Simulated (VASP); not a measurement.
# Hf2Ti (Fd-3m) in VASP: further runs, part 2 of 2

VASP 6.6.1. The steps go on from the part before.

### 3 Single point, PBE

This run uses another cell than the first one, of 21.85 Å³/atom, 1.211 times its volume.

INCAR reads:

```
SYSTEM = Hf2Ti
  ALGO = Normal
  EDIFF = 1E-6
  ENCUT = 520
  GGA = PE
  ISIF = 2
  ISMEAR = 0
  LASPH = .TRUE.
  LCHARG = .FALSE.
  LREAL = .FALSE.
  LWAVE = .FALSE.
  NBANDS = 41
  NELM = 60
  PREC = Accurate
  SIGMA = 0.1
```

KPOINTS reads:

```
k-points
0
G
  4 4 4
  0 0 0
```

POSCAR reads:

```
Hf2Ti
1.0
    0.0000000000      4.0321480898      4.0321480898
    4.0321480898      0.0000000000      4.0321480898
    4.0321480898      4.0321480898      0.0000000000
Hf Ti
4 2
Direct
    0.6250000000      0.6250000000      0.6250000000
    0.1250000000      0.6250000000      0.6250000000
    0.6250000000      0.6250000000      0.1250000000
    0.6250000000      0.1250000000      0.6250000000
    0.0000000000      0.0000000000      0.0000000000
    0.2500000000      0.2500000000      0.2500000000
```

Potentials or basis: VASP PAW PBE potentials, release 64 (Hf_pv, Ti_sv).

On the command line:

```sh
cat potpaw_PBE.64/Hf_pv/POTCAR potpaw_PBE.64/Ti_sv/POTCAR > POTCAR
mpirun -np 1 vasp_std > vasp.out
```

OUTCAR:

```text
SYSTEM = Hf2Ti
   EDIFF = 1E-6
   ENCUT = 520
   GGA = PE
   ISIF = 2
   ISMEAR = 0
   LASPH = .TRUE.
   LREAL = .FALSE.
   NELM = 60
   PREC = Accurate

 ion  position               nearest neighbor table
   1  0.625  0.625  0.625-   2 2.85   3 2.85   4 2.85   3 2.85   4 2.85   2 2.85   6 3.34   5 3.34
                             6 3.34   5 3.34   6 3.34   5 3.34
   2  0.125  0.625  0.625-   1 2.85   3 2.85   4 2.85   1 2.85   3 2.85   4 2.85   5 3.34   6 3.34
                             5 3.34   5 3.34   6 3.34   6 3.34
   3  0.625  0.625  0.125-   1 2.85   1 2.85   2 2.85   4 2.85   4 2.85   2 2.85   6 3.34   5 3.34
                             6 3.34   5 3.34   6 3.34   5 3.34
   4  0.625  0.125  0.625-   1 2.85   3 2.85   1 2.85   2 2.85   3 2.85   2 2.85   5 3.34   6 3.34
                             5 3.34   6 3.34   6 3.34   5 3.34
   5  0.000  0.000  0.000-   1 3.34   3 3.34   4 3.34   1 3.34   2 3.34   3 3.34   1 3.34   2 3.34
                             4 3.34   2 3.34   3 3.34   4 3.34
   6  0.250  0.250  0.250-   2 3.34   3 3.34   4 3.34   1 3.34   2 3.34   4 3.34   1 3.34   2 3.34
                             3 3.34   1 3.34   3 3.34   4 3.34

  LATTYP: Found a face centered cubic cell.
 ALAT       =     8.0642961796

  Lattice vectors:

 A1 = (   0.0000000000,   4.0321480898,   4.0321480898)
 A2 = (   4.0321480898,   0.0000000000,   4.0321480898)
 A3 = (   4.0321480898,   4.0321480898,   0.0000000000)

Analysis of symmetry for initial positions (statically):
=====================================================================
 Subroutine PRICEL returns:
 Original cell was already a primitive cell.

 Routine SETGRP: Setting up the symmetry group for a
 face centered cubic supercell.

 Subroutine GETGRP returns: Found 48 space group operations
 (whereof 24 operations were pure point group operations)
 out of a pool of 48 trial point group operations.

[... 126 lines left out ...]
     AMIX     =   0.40;   BMIX     =  1.00
     AMIX_MAG =   1.60;   BMIX_MAG =  1.00
  volume/ion in A,a.u.               =      21.85       147.46
  Fermi-wavevector in a.u.,A,eV,Ry     =   1.289006  2.435869 22.606584  1.661537
  Thomas-Fermi vector in A             =   2.420925
   LORBIT       =      0    0 simple, 1 ext, 2 COOP (PROOUT), +10 PAW based schemes
   GGA     = PE    functional components
   LHFCALC =     F    Hartree Fock is set to
   AEXX    =    0.0000 exact exchange contribution
   IVDW    =     0    specifies the selected vdW correction
   LEPSILON=     F    determine dielectric tensor
   LRPA    =     F    only Hartree local field effects (RPA)
 non-spin polarized calculation
 Gauss-broadening in eV      SIGMA  =   0.10
  energy-cutoff  :      520.00
  volume of cell :      131.11
 maximum number of plane-waves:      3582
   NGX = 21   NGY = 21   NGZ = 21

 number of electron      63.9999983 magnetization

 Free energy of the ion-electron system (eV)
  ---------------------------------------------------
  ext. energy  EPLUGINS =         0.00000000
  ---------------------------------------------------
  free energy    TOTEN  =       -52.04737731 eV

  energy without entropy =      -51.92985820  energy(sigma->0) =      -51.98861775

 E-fermi :   4.9997     XC(G=0): -11.0363

 val. band max:        4.9836293177   @ k =  -0.2500   0.2500   0.0000
 cond. band min:       5.0024859724   @ k =   0.2500   0.2500   0.0000
 fundamental gap:      0.0188566547
 Fermi energy:         4.9997104721

 k-point     1 :       0.0000    0.0000    0.0000
  band No.  band energies     occupation
      1     -52.0967      2.00000
      2     -52.0896      2.00000
      3     -28.3112      2.00000
      4     -28.3112      2.00000
      5     -28.3112      2.00000
      6     -28.2865      2.00000
[... 341 lines left out ...]
     40       6.9773      0.00000
     41       7.0062      0.00000

------------------------ aborting loop because EDIFF is reached ----------------------------------------

  FORCE on cell =-STRESS in cart. coord.  units (eV):
  Direction    XX          YY          ZZ          XY          YZ          ZX
  --------------------------------------------------------------------------------------
  -------------------------------------------------------------------------------------
  Total       -0.1534069     -0.1534069     -0.1534069      0.0000000      0.0000000      0.0000000
  in kB       -1.8746317     -1.8746317     -1.8746317      0.0000000      0.0000000      0.0000000
  external PRESSURE =      -1.8746317 kB  Pullay stress =       0.0000000 kB

 VOLUME and BASIS-vectors are now :
 -----------------------------------------------------------------------------
  energy-cutoff  :      520.00
  volume of cell :      131.11
      direct lattice vectors                 reciprocal lattice vectors
     0.000000000  4.032148090  4.032148090    -0.124003382  0.124003382  0.124003382
     4.032148090  0.000000000  4.032148090     0.124003382 -0.124003382  0.124003382
     4.032148090  4.032148090  0.000000000     0.124003382  0.124003382 -0.124003382

 POSITION                                       TOTAL-FORCE (eV/Angst)
 -----------------------------------------------------------------------------------
      5.04019      5.04019      5.04019         0.000000     -0.000000      0.000000
      5.04019      3.02411      3.02411         0.000000     -0.000000      0.000000
      3.02411      3.02411      5.04019         0.000000     -0.000000      0.000000
      3.02411      5.04019      3.02411         0.000000     -0.000000      0.000000
      0.00000      0.00000      0.00000        -0.000000     -0.000000     -0.000000
      2.01607      2.01607      2.01607         0.000000      0.000000      0.000000
 -----------------------------------------------------------------------------------
    total drift:                                0.000000      0.000000      0.000000

  FREE ENERGIE OF THE ION-ELECTRON SYSTEM (eV)
  ---------------------------------------------------
  free  energy   TOTEN  =       -52.0473773076 eV

  energy  without entropy=      -51.9298581991  energy(sigma->0) =      -51.98861775
```

Run time: 69 s. Hardware: 1 thread of Intel Xeon 6975P-C (Granite Rapids), shared host; peak memory 0.26 GiB.

What came out:

- Free energy: -52.0474 eV
- Pressure: -0.2 GPa
- Band gap on the k mesh: zero (band 32 reaches 5.02 eV, above the bottom of band 33 at 4.94 eV)

Levels at points of the mesh, in eV from the Fermi level:
| k point | band 30 | band 31 | band 32 | band 33 | band 34 | band 35 |
| --- | --- | --- | --- | --- | --- | --- |
| (0.00, 0.00, 0.00) | -0.29 | -0.02 | -0.02 | 0.24 | 0.24 | 0.24 |
| (0.50, 0.00, 0.00) | -0.27 | 0.02 | 0.02 | 0.12 | 0.12 | 0.15 |
| (0.50, 0.50, 0.00) | -0.90 | -0.24 | -0.24 | 0.04 | 0.04 | 0.45 |

Caveat: spin-orbit coupling is left out, which moves the levels of the heavy elements.
